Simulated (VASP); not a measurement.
Write the native input for VASP 6.6.1 that does the following.

- Task: single point
- Functional: PBE
- Potentials or basis: VASP PAW PBE potentials, release 64 (Li_sv, O, H)
- Cutoff: 520 eV
- k mesh: 3 × 3 × 1
- Occupations: fermi-dirac, width 0.05 eV
- Spin: no spin polarisation
- Dipole correction: no
- Further INCAR settings: LREAL = Auto; ALGO = Normal; EDIFF = 1e-06; NBANDS = 42

The structure of Li16HO lies in POSCAR:

```
Li16HO
1.0
    6.9800000000      0.0000000000      0.0000000000
    3.4900000000      4.9356050000      0.0000000000
    0.0000000000      0.0000000000     21.4034080000
Li O H
16 1 1
Direct
   -0.2499997467      0.4999994935      0.0467215314
    0.2500002533      0.4999994935      0.0467215314
   -0.2499994935      0.9999989870      0.0467215314
    0.2500005065      0.9999989870      0.0467215314
   -0.0030957488      0.0013777440      0.1630347840
    0.5031017343     -0.0034240990      0.1640953628
    0.0036828494      0.4973047884      0.1634179006
    0.4964937219      0.5047202926      0.1637776563
   -0.2448255318      0.5177885994      0.2831558414
    0.2444351580      0.4995537528      0.2897716102
   -0.2452610753      1.0033015203      0.2970134476
    0.2478189463      0.9831013624      0.2836557617
   -0.0171223133     -0.0532052302      0.4358231175
    0.4255163611      0.0557581087      0.4046925611
   -0.0124549279      0.6404685950      0.3861581296
    0.5214913544      0.4840946551      0.3925823402
    0.1042014196      0.2059524618      0.4429761840
    0.1925097297      0.2734619160      0.4619497979
```

One way to write it, as run:

INCAR

```
PREC = Accurate ; ENCUT = 520
EDIFF = 1E-6 ; ISMEAR = -1
SIGMA = 0.05 ; LREAL = Auto
LASPH = T ; NELM = 60
ALGO = Normal ; ISIF = 2
LWAVE = F ; LCHARG = F
GGA = PE ; NBANDS = 42
```

KPOINTS

```
regular mesh
0
Gamma
  3 3 1
```

Potentials or basis: VASP PAW PBE potentials, release 64 (Li_sv, O, H).

Launch:

```bash
$ cat potpaw_PBE.64/Li_sv/POTCAR potpaw_PBE.64/O/POTCAR potpaw_PBE.64/H/POTCAR > POTCAR
$ mpirun -np 1 vasp_std > vasp.out
```

Results of the run:

| Quantity | Value |
| --- | --- |
| Largest force | 2.390 eV/Å |

Caveat: the k points lie up to 0.42 Å⁻¹ apart; an odd number of electrons without spin polarisation forces a metal; a magnetic or distorted state may lie lower.

Wall time 11 min on 1 thread of AMD EPYC 7R13, on a shared host, peak memory 0.78 GiB.
